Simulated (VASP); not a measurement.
Input of a VASP 6.6.1 run:

File INCAR:

```
SYSTEM = O
ALGO = Normal
EDIFF = 1E-7
ENCUT = 520
GGA = PE
ISIF = 2
ISMEAR = -1
ISPIN = 2
LASPH = .TRUE.
LCHARG = .FALSE.
LORBIT = 11
LREAL = Auto
LWAVE = .FALSE.
MAGMOM = 1 1 1 1 1 1 1 1 1 1 1 1 1 1 1 1 1 1 1 1
NBANDS = 80
NELM = 150
PREC = Accurate
SIGMA = 0.05
```

Contents of KPOINTS:

```
k-points
0
G
  1 1 1
  0 0 0
```

Contents of POSCAR:

```
O
1.0
    7.5066610000      0.0000000000      0.0000000000
    0.0000000000      7.5066610000      0.0000000000
    0.0000000000      0.0000000000      7.5066610000
O
20
Direct
    1.0436997222      0.5287170954      0.8945388636
    0.8903692334      0.4869408649      0.9506357087
    0.8435974397      0.5439702153      0.4985305717
    0.8348185698      0.3834194724      0.4939746180
    0.1594184152      0.1119006173      0.7533709062
    0.1409947778      0.0960746729      0.5933796664
    0.4262347800      0.7795609792      0.4047738402
    0.2794318273      0.7180955687      0.3953688597
    0.5620474936      0.1922692393      0.1194938735
    0.5634196083      0.3519407630      0.0857638303
    0.8059641963      0.8807910734      0.2853066097
    0.7934020199      0.8138638471      0.1401022372
    0.4573671303      0.3642098664      0.6744676495
    0.4081441802      0.3562036437      0.5218432003
    0.4582996355      0.7629091017      0.8670566048
    0.4056397378      0.6736950023      0.9922920457
    1.0790949531      0.1965587629      0.2388145675
    1.1111731301      0.1200533766      0.1015364887
    0.8274651007      0.8729580302      0.7323762189
    0.7700361053      1.0195078744      0.7742723429
```

Potentials or basis: VASP PAW PBE potentials, release 64 (O).

Command:

```console
$ cat potpaw_PBE.64/O/POTCAR > POTCAR
$ mpirun -np 1 vasp_gam > vasp.out
```

Task: What does it give for the pressure?

Result: 2.6 GPa.

Task: Estimate the largest force.

Result: 3.012 eV/Å.

Task: What does it give for the band gap on the k mesh?

Result: 1.46 eV.

Stress tensor (GPa, compression positive):
```
1.10 0.40 0.36
0.40 2.67 0.80
0.36 0.80 3.89
```

Caveat: the k points lie up to 0.84 Å⁻¹ apart; the standard files for N, O and F lose accuracy on very short bonds.
